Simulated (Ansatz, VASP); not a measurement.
This is a calculation of AgRh for Ansatz 0.2.0.

The input input.yaml:

```yaml
crystal:
  lattice:
    - [2.7400486223, 0.0, 0.0]
    - [-1.3700243112, 2.3729517146, 0.0]
    - [0.0, 0.0, 4.7436129252]
  atoms:
    - { symbol: Ag, position: [0.0, 0.0, 0.5] }
    - { symbol: Rh, position: [0.6666666667, 0.3333333333, 0.0] }
kpoints:
  mp_grid: { grid: [11, 11, 6] }
scf:
  occupations: { method: fermi_dirac, width: 0.05 }
hamiltonian:
  xc: pbesol
  pseudopotentials: { kind: all_electron, lapw: { basis_error: 0.0005 } }
output:
  forces: true
  stress: true
  eigenvalues: true
```

Potentials or basis: all-electron LAPW, scalar-relativistic.

Run with:

```bash
$ ansatz run input.yaml --threads 1 --pin off --max-ram 3072MiB --backend cpu --events-out ev --progress --plain --runs-dir out
```

Problem. Set up the same calculation for VASP 6.6.1. Potentials there: VASP PAW PBE potentials, release 64 (Ag, Rh_pv).

Solution. As run (the cutoff follows the program's own potentials):

Contents of INCAR:

```
ALGO = Fast ; EDIFF = 1E-6
ENCUT = 520 ; GGA = PS
ISIF = 2 ; ISMEAR = -1
LASPH = T ; LCHARG = F
LREAL = F ; LWAVE = F
NBANDS = 20 ; NELM = 100
PREC = Accurate ; SIGMA = 0.05
```

The input KPOINTS:

```
k-points
0
Gamma
  11 11 6
```

File POSCAR:

```
AgRh
1.0
    2.7400486223      0.0000000000      0.0000000000
   -1.3700243112      2.3729517146      0.0000000000
    0.0000000000      0.0000000000      4.7436129252
Ag Rh
1 1
Direct
    0.0000000000      0.0000000000      0.5000000000
    0.6666666667      0.3333333333      0.0000000000
```

Potentials or basis: VASP PAW PBE potentials, release 64 (Ag, Rh_pv).

Command:

```sh
$ cat potpaw_PBE.64/Ag/POTCAR potpaw_PBE.64/Rh_pv/POTCAR > POTCAR
$ mpirun -np 1 vasp_std > vasp.out
```

Both were run:

|  | VASP | Ansatz | Ansatz less VASP |
| --- | --- | --- | --- |
| gap on the k mesh at the Fermi level (eV) | none | none | - |
| pressure (GPa) | -4.8 | -4.6 | +0.16 |
| traceless stress, the component that is largest in VASP (GPa) | -0.84 | -0.87 | -0.031 |

VASP's potentials were made for PBE, not for PBEsol. A gap of «none» marks a metal or a gap that the smearing closes. Ansatz ran all-electron here, and VASP with PAW potentials.
